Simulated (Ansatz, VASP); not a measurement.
## SrCl2 in VASP and in Ansatz

File INCAR:

```
SYSTEM = SrCl2
PREC     = Accurate       ! precision mode
ENCUT    = 520            ! plane-wave cutoff, eV
EDIFF    = 1E-6           ! SCF threshold, eV
ISMEAR   = 0              ! smearing method
SIGMA    = 0.05           ! smearing width, eV
LREAL    = .False.        ! projectors in reciprocal space
LASPH    = .True.         ! aspherical terms in the spheres
NELM     = 100            ! most SCF steps
ALGO     = Normal         ! electronic algorithm
ISIF     = 2              ! what is computed and relaxed
LWAVE    = .False.        ! write WAVECAR
LCHARG   = .False.        ! write CHGCAR
GGA      = PE             ! functional
NBANDS   = 19             ! bands
```

Contents of KPOINTS:

```
regular mesh
0
Gamma
  6 6 6
  0 0 0
```

File POSCAR:

```
SrCl2
1.0
    0.0000000000      3.5367641526      3.3171310987
    3.5367641526      0.0000000000      3.3171310987
    3.5367641526      3.5367641526      0.0000000000
Sr Cl
1 2
Direct
    0.0000000000      0.0000000000      0.0000000000
    0.2500000000      0.2500000000      0.2500000000
    0.7500000000      0.7500000000      0.7500000000
```

Input for Ansatz:

```yaml
crystal:
  lattice:
    - [0.0, 3.5367641526, 3.3171310987]
    - [3.5367641526, 0.0, 3.3171310987]
    - [3.5367641526, 3.5367641526, 0.0]
  atoms:
    - { symbol: Sr, position: [0.0, 0.0, 0.0] }
    - { symbol: Cl, position: [0.25, 0.25, 0.25] }
    - { symbol: Cl, position: [0.75, 0.75, 0.75] }
basis:
  ecutwfc: 420
kpoints:
  mp_grid: { grid: [6, 6, 6] }
hamiltonian:
  xc: pbe
scf:
  occupations: { method: gaussian, width: 0.05 }
output:
  forces: true
  stress: true
  eigenvalues: true
```

Alike in both runs: task single point; functional PBE; k mesh 6 × 6 × 6; occupations gaussian, width 0.05 eV; no spin polarisation.

|  | VASP | Ansatz |
| --- | --- | --- |
| version | VASP 6.6.1 | Ansatz 0.2.0 |
| potentials or method | VASP PAW PBE potentials, release 64 (Sr_sv, Cl), cutoff 520 eV | scalar-relativistic, plane waves, PAW |
| valence electrons in the cell | 24 | 24 |

|  | VASP | Ansatz | Ansatz less VASP |
| --- | --- | --- | --- |
| gap on the k mesh at the Fermi level (eV) | 5.01 | 5.02 | +0.004 |
| least direct gap on the mesh (eV) | 5.18 | 5.18 | +0.002 |
| pressure (GPa) | 2.0 | 1.9 | -0.09 |
| traceless stress, the component that is largest in VASP (GPa) | 2.37 | 2.38 | +0.015 |
